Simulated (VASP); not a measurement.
# Tl (P6_3/mmc) in VASP: single point with HSE06

Aim: the single point of Tl with HSE06.

Program: VASP 6.6.1. These are calculated values, not measurements. Logs are shortened: lines on timing, memory, paths and dates and some standing lists are left out, and cuts for length are marked.

## 1. The cell of the first run

It takes space group P6_3/mmc (No. 194, hexagonal). Conventional cell: a = 3.590 Å, b = 3.590 Å, c = 5.642 Å, α = 90.00°, β = 90.00°, γ = 120.00°. Within 4.6 Å of Tl (site symmetry -6m2) lie 12 Tl at 3.50 to 3.59 Å.

## 2. Single point, HSE06

POSCAR

```
Tl
1.0
    3.5902820728      0.0000000000      0.0000000000
   -1.7951410364      3.1092754818      0.0000000000
    0.0000000000      0.0000000000      5.6419405698
Tl
2
Direct
    0.3333333333      0.6666666667      0.2500000000
    0.6666666667      0.3333333333      0.7500000000
```

INCAR.step1

```
SYSTEM = Tl
  ALGO = Normal
  EDIFF = 1E-5
  ENCUT = 520
  GGA = PE
  ISIF = 2
  ISMEAR = -1
  LASPH = .True.
  LCHARG = .False.
  LREAL = .False.
  LWAVE = .True.
  NBANDS = 20
  NELM = 60
  PREC = Accurate
  SIGMA = 0.1
```

INCAR.step2

```
SYSTEM = Tl
  ALGO = Normal
  EDIFF = 1E-6
  ENCUT = 520
  GGA = PE
  HFSCREEN = 0.2079
  ISIF = 2
  ISMEAR = -1
  ISTART = 1
  LASPH = .True.
  LCHARG = .False.
  LHFCALC = .True.
  LREAL = .False.
  LWAVE = .False.
  NBANDS = 20
  NELM = 60
  PREC = Accurate
  PRECFOCK = Normal
  SIGMA = 0.1
```

KPOINTS

```
k-points
0
Gamma
  5 5 3
  0 0 0
```

Potentials or basis: VASP PAW PBE potentials, release 64 (Tl_d).

Launch:

```console
> cat potpaw_PBE.64/Tl_d/POTCAR > POTCAR
> cp INCAR.step1 INCAR
> mpirun -np 1 vasp_std > vasp.out
> cp INCAR.step2 INCAR
> mpirun -np 1 vasp_std > vasp.out
```

OUTCAR:

```text
SYSTEM = Tl
   EDIFF = 1E-6
   ENCUT = 520
   GGA = PE
   HFSCREEN = 0.2079
   ISIF = 2
   ISMEAR = -1
   ISTART = 1
   LASPH = .True.
   LHFCALC = .True.
   LREAL = .False.
   NELM = 60
   PREC = Accurate
   PRECFOCK = Normal

 ion  position               nearest neighbor table
   1  0.333  0.667  0.250-   2 3.50   2 3.50   2 3.50   2 3.50   2 3.50   2 3.50
   2  0.667  0.333  0.750-   1 3.50   1 3.50   1 3.50   1 3.50   1 3.50   1 3.50

  LATTYP: Found a hexagonal cell.
 ALAT       =     3.5902820728
 C/A-ratio  =     1.5714477179

  Lattice vectors:

 A1 = (   3.5902820728,   0.0000000000,   0.0000000000)
 A2 = (  -1.7951410364,   3.1092754818,   0.0000000000)
 A3 = (   0.0000000000,   0.0000000000,   5.6419405698)

Analysis of symmetry for initial positions (statically):
=====================================================================
 Subroutine PRICEL returns:
 Original cell was already a primitive cell.

 Routine SETGRP: Setting up the symmetry group for a
 hexagonal supercell.

 Subroutine GETGRP returns: Found 24 space group operations
 (whereof 12 operations were pure point group operations)
 out of a pool of 24 trial point group operations.

The static configuration has the point symmetry D_3d.
 The point group associated with its full space group is D_6h.

Analysis of symmetry for dynamics (positions and initial velocities):
=====================================================================
 Subroutine PRICEL returns:
 Original cell was already a primitive cell.

 Routine SETGRP: Setting up the symmetry group for a
 hexagonal supercell.

 Subroutine GETGRP returns: Found 24 space group operations
 (whereof 12 operations were pure point group operations)
 out of a pool of 24 trial point group operations.

The dynamic configuration has the point symmetry D_3d.
 The point group associated with its full space group is D_6h.

 Subroutine INISYM returns: Found 24 space group operations
 (whereof 12 operations are pure point group operations),
 and found     1 'primitive' translations

----------------------------------------------------------------------------------------

                                     Primitive cell

  volume of cell :      62.9820

  direct lattice vectors                    reciprocal lattice vectors
     3.590282073  0.000000000  0.000000000     0.278529647  0.160809167  0.000000000
    -1.795141036  3.109275482  0.000000000     0.000000000  0.321618334  0.000000000
     0.000000000  0.000000000  5.641940570     0.000000000  0.000000000  0.177243980

  length of vectors
     3.590282073  3.590282073  5.641940570     0.321618334  0.321618334  0.177243980

  position of ions in fractional coordinates (direct lattice)
     0.333333333  0.666666667  0.250000000
     0.666666667  0.333333333  0.750000000

  ion indices of the primitive-cell ions
   primitive index   ion index
                 1           1
                 2           2

----------------------------------------------------------------------------------------

 KPOINTS: k-points

Automatic generation of k-mesh.
 Grid dimensions read from file:
 generate k-points for:    5    5    3

 Generating k-lattice:

  Cartesian coordinates                     Fractional coordinates (reciprocal lattice)
     0.055705929  0.032161833  0.000000000     0.200000000  0.000000000  0.000000000
     0.000000000  0.064323667  0.000000000     0.000000000  0.200000000  0.000000000
     0.000000000  0.000000000  0.059081327     0.000000000  0.000000000  0.333333333

  Length of vectors
     0.064323667  0.064323667  0.059081327

  Shift w.r.t. Gamma in fractional coordinates (k-lattice)
     0.000000000  0.000000000  0.000000000

 Subroutine IBZKPT returns following result:
 ===========================================

 Found     10 irreducible k-points:

 Following reciprocal coordinates:
            Coordinates               Weight
  0.000000  0.000000  0.000000      1.000000
  0.200000  0.000000  0.000000      6.000000
  0.400000  0.000000  0.000000      6.000000
  0.200000  0.200000  0.000000      6.000000
  0.400000  0.200000  0.000000      6.000000
  0.000000  0.000000  0.333333      2.000000
  0.200000  0.000000  0.333333     12.000000
  0.400000  0.000000  0.333333     12.000000
  0.200000  0.200000  0.333333     12.000000
  0.400000  0.200000  0.333333     12.000000
   k-points           NKPTS =     10   k-points in BZ     NKDIM =     75   number of bands    NBANDS=     20
   number of dos      NEDOS =    301   number of ions     NIONS =      2
   total plane-waves  NPLWV =  32928
   dimension x,y,z NGX =    28 NGY =   28 NGZ =   42
   dimension x,y,z NGXF=    56 NGYF=   56 NGZF=   84
   ions per type =               2
   NGX,Y,Z   is equivalent  to a cutoff of  12.97, 12.97, 12.38 a.u.
   NGXF,Y,Z  is equivalent  to a cutoff of  25.93, 25.93, 24.75 a.u.
 SYSTEM =  Tl
   PREC   = accura    normal or accurate (medium, high low for compatibility)
   ISTART =      1    job   : 0-new  1-cont  2-samecut
   ICHARG =      0    charge: 1-file 2-atom 10-const
   ISPIN  =      1    spin polarized calculation?
   LNONCOLLINEAR =      F non collinear calculations
   LSORBIT =      F    spin-orbit coupling
   LASPH  =      T    aspherical Exc in radial PAW
   ENCUT  =  520.0 eV  38.22 Ry    6.18 a.u.   6.68  6.68 10.49*2*pi/ulx,y,z
   NELM   =     60;   NELMIN=  2; NELMDL=  0     # of ELM steps
   EDIFF  = 0.1E-05   stopping-criterion for ELM
   LREAL  =      F    real-space projection
   EDIFFG = 0.1E-04   stopping-criterion for IOM
   NSW    =      0    number of steps for IOM
   IBRION =     -1    ionic relax: 0-MD 1-quasi-New 2-CG
   NFREE  =      0    steps in history (QN), initial steepest desc. (CG)
   ISIF   =      2    stress and relaxation
   ISYM   =      3    0-nonsym 1-usesym 2-fastsym
   POTIM  = 0.5000    time-step for ionic-motion
   TEBEG  =    0.0;   TEEND  =   0.0 temperature during run
   PSTRESS=    0.0 pullay stress
   NELECT =      26.0000    total number of electrons
   NUPDOWN=      -1.0000    fix difference up-down
   EMIN   =  10.00;   EMAX   =-10.00  energy-range for DOS
   EFERMI =   0.00;   METHOD = LEGACY
   ISMEAR =    -1;   SIGMA  =   0.10  broadening in eV -4-tet -1-fermi 0-gaus
   EFERMI_NEDOS =   21; number of points for ismear=-14 and -15
   IALGO  =     38    algorithm
   IMIX   =      1    mixing-type and parameters
     AMIX     =   0.40;   BMIX     =  1.00
     AMIX_MAG =   1.60;   BMIX_MAG =  1.00
  volume/ion in A,a.u.               =      31.49       212.51
  Fermi-wavevector in a.u.,A,eV,Ry     =   1.218972  2.303524 20.216810  1.485894
  Thomas-Fermi vector in A             =   2.354240
   LORBIT       =      0    0 simple, 1 ext, 2 COOP (PROOUT), +10 PAW based schemes
   GGA     = PE    functional components
   LHFCALC =     T    Hartree Fock is set to
   PRECFOCK=normal    Normal, Fast or Accurate (Low or Medium for compatibility)
   ENCUT4O =  -1.0   cutoff for four orbital integrals eV
   NKREDX  =     1    reduce k-point grid by
   NKREDY  =     1    reduce k-point grid by
   NKREDZ  =     1    reduce k-point grid by
   AEXX    =    0.2500 exact exchange contribution
   HFSCREEN=    0.2079 screening length (either q_TF or 0.3 A-1)
   HFSCREENC=   0.2079 screening length for correlation (either q_TF or 0.3 A-1)
   ENCUTFOCK=  -1.0 apply spherical cutoff to Coloumb kernel
   IVDW    =     0    specifies the selected vdW correction
   LEPSILON=     F    determine dielectric tensor
   LRPA    =     F    only Hartree local field effects (RPA)
 non-spin polarized calculation
  energy-cutoff  :      520.00
  volume of cell :       62.98
 maximum number of plane-waves:      1715
 NGX is ok and might be reduce to    28
  NGX = 24; NGY = 24; NGZ = 36

 number of electron      26.0000008 magnetization

 Free energy of the ion-electron system (eV)
  ---------------------------------------------------
  ext. energy  EPLUGINS =         0.00000000
  ---------------------------------------------------
  free energy    TOTEN  =        -5.00172442 eV

  energy without entropy =       -4.96174135  energy(sigma->0) =       -4.98173288

 E-fermi :   5.7135     XC(G=0):  -8.0718

 val. band max:        5.5481765391   @ k =   0.4000   0.0000   0.3333
 cond. band min:       5.7751882328   @ k =   0.2000   0.2000   0.3333
 fundamental gap:      0.2270116937
 Fermi energy:         5.7134895113

 k-point     1 :       0.0000    0.0000    0.0000
  band No.  band energies     occupation
      1      -7.8077      2.00000
      2      -7.6442      2.00000
      3      -7.6269      2.00000
      4      -7.6269      2.00000
      5      -7.5838      2.00000
      6      -7.5838      2.00000
[... 12 lines left out ...]
     19      16.2384      0.00000
     20      16.8341      0.00000

 k-point     2 :       0.2000    0.0000    0.0000
  band No.  band energies     occupation
      1      -7.7958      2.00000
      2      -7.6677      2.00000
      3      -7.6371      2.00000
      4      -7.6191      2.00000
      5      -7.5901      2.00000
      6      -7.5081      2.00000
[... 12 lines left out ...]
     19      15.5633      0.00000
     20      17.2518      0.00000

 k-point     3 :       0.4000    0.0000    0.0000
  band No.  band energies     occupation
      1      -7.9025      2.00000
      2      -7.7800      2.00000
      3      -7.6956      2.00000
      4      -7.6911      2.00000
      5      -7.5042      2.00000
      6      -7.4735      2.00000
[... 12 lines left out ...]
     19      14.1226      0.00000
     20      15.7993      0.00000

 k-point     4 :       0.2000    0.2000    0.0000
  band No.  band energies     occupation
      1      -7.7631      2.00000
      2      -7.7360      2.00000
      3      -7.7327      2.00000
      4      -7.6545      2.00000
      5      -7.5066      2.00000
      6      -7.4563      2.00000
[... 12 lines left out ...]
     19      14.2415      0.00000
     20      17.5334      0.00000

 k-point     5 :       0.4000    0.2000    0.0000
  band No.  band energies     occupation
      1      -7.8487      2.00000
      2      -7.7849      2.00000
      3      -7.6455      2.00000
      4      -7.6331      2.00000
      5      -7.5240      2.00000
      6      -7.4640      2.00000
[... 12 lines left out ...]
     19      13.1928      0.00000
     20      17.3658      0.00000

 k-point     6 :       0.0000    0.0000    0.3333
  band No.  band energies     occupation
      1      -7.7533      2.00000
      2      -7.6743      2.00000
      3      -7.6743      2.00000
      4      -7.6669      2.00000
      5      -7.6323      2.00000
      6      -7.6323      2.00000
[... 12 lines left out ...]
     19      16.2547      0.00000
     20      16.3188      0.00000

 k-point     7 :       0.2000    0.0000    0.3333
  band No.  band energies     occupation
      1      -7.7722      2.00000
      2      -7.7024      2.00000
      3      -7.6624      2.00000
      4      -7.6097      2.00000
      5      -7.6028      2.00000
      6      -7.5239      2.00000
[... 12 lines left out ...]
     19      14.7270      0.00000
     20      15.8187      0.00000

 k-point     8 :       0.4000    0.0000    0.3333
  band No.  band energies     occupation
      1      -7.8560      2.00000
      2      -7.8129      2.00000
      3      -7.7278      2.00000
      4      -7.6629      2.00000
      5      -7.5889      2.00000
      6      -7.3790      2.00000
[... 12 lines left out ...]
     19      14.0658      0.00000
     20      14.6753      0.00000

 k-point     9 :       0.2000    0.2000    0.3333
  band No.  band energies     occupation
      1      -7.7829      2.00000
      2      -7.7518      2.00000
      3      -7.6741      2.00000
      4      -7.6069      2.00000
      5      -7.5636      2.00000
      6      -7.4871      2.00000
[... 12 lines left out ...]
     19      16.7076      0.00000
     20      17.0203      0.00000

 k-point    10 :       0.4000    0.2000    0.3333
  band No.  band energies     occupation
      1      -7.8109      2.00000
      2      -7.7647      2.00000
      3      -7.6701      2.00000
      4      -7.6519      2.00000
      5      -7.5869      2.00000
      6      -7.3962      2.00000
[... 12 lines left out ...]
     19      15.6350      0.00000
     20      17.7019      0.00000

------------------------ aborting loop because EDIFF is reached ----------------------------------------

  FORCE on cell =-STRESS in cart. coord.  units (eV):
  Direction    XX          YY          ZZ          XY          YZ          ZX
  --------------------------------------------------------------------------------------
  -------------------------------------------------------------------------------------
  Total       -0.5575658     -0.5575658     -0.0131442      0.0000000      0.0000000      0.0000000
  in kB      -14.1837297    -14.1837297     -0.3343702      0.0000000      0.0000000      0.0000000
  external PRESSURE =      -9.5672765 kB  Pullay stress =       0.0000000 kB

 VOLUME and BASIS-vectors are now :
 -----------------------------------------------------------------------------
  energy-cutoff  :      520.00
  volume of cell :       62.98
      direct lattice vectors                 reciprocal lattice vectors
     3.590282073  0.000000000  0.000000000     0.278529647  0.160809167  0.000000000
    -1.795141036  3.109275482  0.000000000     0.000000000  0.321618334  0.000000000
     0.000000000  0.000000000  5.641940570     0.000000000  0.000000000  0.177243980

 POSITION                                       TOTAL-FORCE (eV/Angst)
 -----------------------------------------------------------------------------------
     -0.00000      2.07285      1.41049        -0.000000     -0.000000      0.000000
      1.79514      1.03643      4.23146         0.000000      0.000000      0.000000
 -----------------------------------------------------------------------------------
    total drift:                                0.000000      0.000000      0.000000

  FREE ENERGIE OF THE ION-ELECTRON SYSTEM (eV)
  ---------------------------------------------------
  free  energy   TOTEN  =        -5.0017244192 eV

  energy  without entropy=       -4.9617413457  energy(sigma->0) =       -4.98173288
```

It took 30 min on 1 thread of AMD EPYC 7R13 (Zen 3), shared host; peak memory 0.27 GiB.

Results:

```
Free energy            : -5.0017 eV
Pressure               : -1.0 GPa
Band gap on the k mesh : zero (bands 13 and 14 overlap by 2.07 eV)
```

Stress tensor (GPa, compression positive):
```
-1.42  0.00  0.00
 0.00 -1.42  0.00
 0.00  0.00 -0.03
```

Caveat: the k points lie up to 0.40 Å⁻¹ apart, too coarse for converged energies and pressures of a metal; the PAW data sets were made with another functional, which shifts forces and pressure a little; spin-orbit coupling is left out, which moves the levels of the heavy elements.

The gap in the log of VASP goes by the Fermi energy; the results here count the filled bands.